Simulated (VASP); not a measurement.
# Br in VASP: notebook, part 2 of 2

VASP 6.6.1. The steps go on from the part before.

### Step 3. Single point, LDA

The input, INCAR:

```
SYSTEM = Br
PREC = Accurate
ENCUT = 500
EDIFF = 1E-6
ISMEAR = 1
SIGMA = 0.05
LREAL = .False.
LASPH = .True.
NELM = 120
ALGO = Normal
ISIF = 2
LWAVE = .False.
LCHARG = .False.
GGA = CA
NBANDS = 18
GGA_COMPAT = .False.
```

The input, KPOINTS:

```
regular mesh
0
Gamma
  3 3 3
  0 0 0
```

The input, POSCAR:

```
Br
1.0
    4.5976403800      0.0000000000      0.0000000000
    0.0000000000      4.5976403800      0.0000000000
    0.0000000000      0.0000000000      4.5976403800
Br
3
Direct
    0.4999870772     -0.0003830482      0.0001709283
    0.0002984456      0.5001094004     -0.0001417085
   -0.0002855227      0.0002736478      0.4999707802
```

Potentials or basis: VASP PAW LDA potentials, release 64 (Br).

Launch:

```console
$ cat potpaw_LDA.64/Br/POTCAR > POTCAR
$ mpirun -np 1 vasp_std > vasp.out
```

Wall time 14 s (1 thread of Intel Xeon 8259CL, shared host); peak memory 0.17 GiB.

It converged, with:

| Property | Result |
| --- | --- |
| Free energy | -4.7755 eV |
| Pressure | -4.7 GPa |
| Largest force | 0.004 eV/Å |
| Band gap on the k mesh | zero (an odd number of electrons rules out a gap without spin polarisation) |

Forces on the atoms (eV/Å):
```
Br   0.000  0.003 -0.001
Br  -0.002 -0.002  0.001
Br   0.002 -0.002  0.000
```

Levels at points of the mesh, in eV from the Fermi level:
| k point | band 9 | band 10 | band 11 | band 12 | band 13 | band 14 |
| --- | --- | --- | --- | --- | --- | --- |
| (0.00, 0.00, 0.00) | -0.98 | 0.31 | 0.31 | 0.31 | 4.76 | 6.99 |

Caveat: the k points lie up to 0.46 Å⁻¹ apart, too coarse for converged energies and pressures of a metal; an odd number of electrons without spin polarisation forces a metal; a magnetic or distorted state may lie lower.

### Step 4. Single point, LDA

The input, INCAR:

```
SYSTEM = Br
ALGO     = Normal         ! electronic algorithm
EDIFF    = 1E-6           ! SCF threshold, eV
ENCUT    = 500            ! plane-wave cutoff, eV
GGA_COMPAT= .False.      
ISIF     = 2              ! what is computed and relaxed
ISMEAR   = 1              ! smearing method
LASPH    = .True.         ! aspherical terms in the spheres
LCHARG   = .False.        ! write CHGCAR
LREAL    = .False.        ! projectors in reciprocal space
LWAVE    = .False.        ! write WAVECAR
NBANDS   = 18             ! bands
NELM     = 120            ! most SCF steps
PREC     = Accurate       ! precision mode
SIGMA    = 0.05           ! smearing width, eV
```

The input, KPOINTS:

```
k-points
0
Gamma
  3 3 3
  0 0 0
```

The input, POSCAR:

```
Br
1.0
    4.5976403800      0.0000000000      0.0000000000
    0.0000000000      4.5976403800      0.0000000000
    0.0000000000      0.0000000000      4.5976403800
Br
3
Direct
    0.4999741557     -0.0007660741      0.0003418472
    0.0005968758      0.5002187893     -0.0002834106
   -0.0005710315      0.0005472848      0.4999415634
```

Launch:

```console
$ cat potpaw_LDA.64/Br/POTCAR > POTCAR
$ mpirun -np 1 vasp_std > vasp.out
```

Wall time 17 s (1 thread of Intel Xeon 8259CL, shared host); peak memory 0.17 GiB.

It converged, with:

| Item | Value |
| --- | --- |
| Free energy | -4.7754 eV |
| Pressure | -4.7 GPa |
| Largest force | 0.007 eV/Å |
| Band gap on the k mesh | zero (an odd number of electrons rules out a gap without spin polarisation) |

Forces in eV/Å, atoms in the order of the input:
```
Br   0.000  0.007 -0.003
Br  -0.005 -0.004  0.002
Br   0.004 -0.003  0.001
```

Levels at points of the mesh, in eV from the Fermi level:
```
           k point  band 7  band 8  band 9  band 10  band 11  band 12  band 13  band 14  band 15  band 16
(0.00, 0.00, 0.00)   -0.98   -0.98   -0.98     0.31     0.31     0.31     4.76     6.99     8.00     8.00
```

Caveat: the k points lie up to 0.46 Å⁻¹ apart, too coarse for converged energies and pressures of a metal; an odd number of electrons without spin polarisation forces a metal; a magnetic or distorted state may lie lower.

### Step 5. Single point, LDA

The input, INCAR:

```
  ALGO = Normal
  EDIFF = 1E-6
  ENCUT = 500
  GGA_COMPAT = False
  ISIF = 2
  ISMEAR = 1
  LASPH = True
  LCHARG = False
  LREAL = False
  LWAVE = False
  NBANDS = 18
  NELM = 120
  PREC = Accurate
  SIGMA = 0.05
```

The input, KPOINTS:

```
k-points
0
Gamma
  3 3 3
```

The input, POSCAR:

```
Br
1.0
    4.5976403800      0.0000000000      0.0000000000
    0.0000000000      4.5976403800      0.0000000000
    0.0000000000      0.0000000000      4.5976403800
Br
3
Direct
    0.4999612369     -0.0011490557      0.0005127474
    0.0008952754      0.5003281554     -0.0004251002
   -0.0008565124      0.0008209004      0.4999123528
```

Potentials or basis: VASP PAW LDA potentials, release 64 (Br).

Launch:

```console
$ cat potpaw_LDA.64/Br/POTCAR > POTCAR
$ mpirun -np 1 vasp_std > vasp.out
```

OUTCAR:

```text
EDIFF = 1E-6
   ENCUT = 500
   ISIF = 2
   ISMEAR = 1
   LASPH = True
   LREAL = False
   NELM = 120
   PREC = Accurate

 ion  position               nearest neighbor table
   1  0.500  0.999  0.001-
   2  0.001  0.500  1.000-
   3  0.999  0.001  0.500-

  LATTYP: Found a simple cubic cell.
 ALAT       =     4.5976403800

  Lattice vectors:

[... 468 lines left out ...]
     17      10.2082      0.00000
     18      11.6502      0.00000

------------------------ aborting loop because EDIFF is reached ----------------------------------------

  FORCE on cell =-STRESS in cart. coord.  units (eV):
  Direction    XX          YY          ZZ          XY          YZ          ZX
  --------------------------------------------------------------------------------------
  -------------------------------------------------------------------------------------
  Total       -2.8709895     -2.8686388     -2.8680102     -0.0010219     -0.0000849     -0.0003795
  in kB      -47.3300748    -47.2913213    -47.2809592     -0.0168471     -0.0014000     -0.0062565
  external PRESSURE =     -47.3007851 kB  Pullay stress =       0.0000000 kB

 VOLUME and BASIS-vectors are now :
 -----------------------------------------------------------------------------
  energy-cutoff  :      500.00
  volume of cell :       97.19
      direct lattice vectors                 reciprocal lattice vectors
     4.597640380  0.000000000  0.000000000     0.217502875  0.000000000  0.000000000
     0.000000000  4.597640380  0.000000000     0.000000000  0.217502875  0.000000000
     0.000000000  0.000000000  4.597640380     0.000000000  0.000000000  0.217502875

 POSITION                                       TOTAL-FORCE (eV/Angst)
 -----------------------------------------------------------------------------------
      2.29864      4.59236      0.00236         0.000624      0.010332     -0.004361
      0.00412      2.30033      4.59569        -0.007143     -0.005319      0.002960
      4.59370      0.00377      2.29842         0.006519     -0.005013      0.001401
 -----------------------------------------------------------------------------------
    total drift:                               -0.000001      0.000013     -0.000006

  FREE ENERGIE OF THE ION-ELECTRON SYSTEM (eV)
  ---------------------------------------------------
  free  energy   TOTEN  =        -4.7754054986 eV

  energy  without entropy=       -4.7753943652  energy(sigma->0) =       -4.77540179
```

OSZICAR:

```text
N       E                     dE             d eps       ncg     rms          rms(c)
DAV:   1     0.121376246612E+03    0.12138E+03   -0.82511E+03   504   0.918E+02
DAV:   2     0.353493543894E+01   -0.11784E+03   -0.11486E+03   676   0.167E+02
DAV:   3    -0.471017567116E+01   -0.82451E+01   -0.81871E+01   556   0.516E+01
DAV:   4    -0.479441598861E+01   -0.84240E-01   -0.84176E-01   700   0.607E+00
DAV:   5    -0.479509195260E+01   -0.67596E-03   -0.67595E-03   650   0.532E-01    0.641E+00
DAV:   6    -0.477817775776E+01    0.16914E-01   -0.26190E-02   666   0.684E-01    0.392E+00
DAV:   7    -0.477598799219E+01    0.21898E-02   -0.24014E-02   610   0.691E-01    0.302E-01
DAV:   8    -0.477543968932E+01    0.54830E-03   -0.14731E-03   592   0.173E-01    0.538E-02
DAV:   9    -0.477540617636E+01    0.33513E-04   -0.20454E-04   690   0.670E-02    0.141E-02
DAV:  10    -0.477540549861E+01    0.67775E-06   -0.31752E-06   604   0.107E-02
   1 F= -.47754055E+01 E0= -.47754018E+01  d E =-.111334E-04
```

stdout:

```text
POSCAR found type information on POSCAR Br
 POSCAR found :  1 types and       3 ions
 scaLAPACK will be used
 LDA part: xc-table for (Slater(with rela. corr.)+CA(PZ))
 , standard interpolation
 POSCAR, INCAR and KPOINTS ok, starting setup
 FFT: planning ... GRIDC
 FFT: planning ... GRID_SOFT
 FFT: planning ... GRID
 WAVECAR not read
 entering main loop
```

Wall time 15 s (1 thread of Intel Xeon 8259CL, shared host); peak memory 0.17 GiB.

Results:

- Free energy: -4.7754 eV
- Pressure: -4.7 GPa
- Largest force: 0.011 eV/Å
- Band gap on the k mesh: zero (an odd number of electrons rules out a gap without spin polarisation)

Forces in eV/Å, atoms in the order of the input:
```
Br   0.001  0.010 -0.004
Br  -0.007 -0.005  0.003
Br   0.007 -0.005  0.001
```

Levels at points of the mesh, in eV from the Fermi level:
| k point | band 9 | band 10 | band 11 | band 12 | band 13 | band 14 |
| --- | --- | --- | --- | --- | --- | --- |
| (0.00, 0.00, 0.00) | -0.98 | 0.31 | 0.31 | 0.31 | 4.76 | 6.99 |

Caveat: the k points lie up to 0.46 Å⁻¹ apart, too coarse for converged energies and pressures of a metal; an odd number of electrons without spin polarisation forces a metal; a magnetic or distorted state may lie lower.
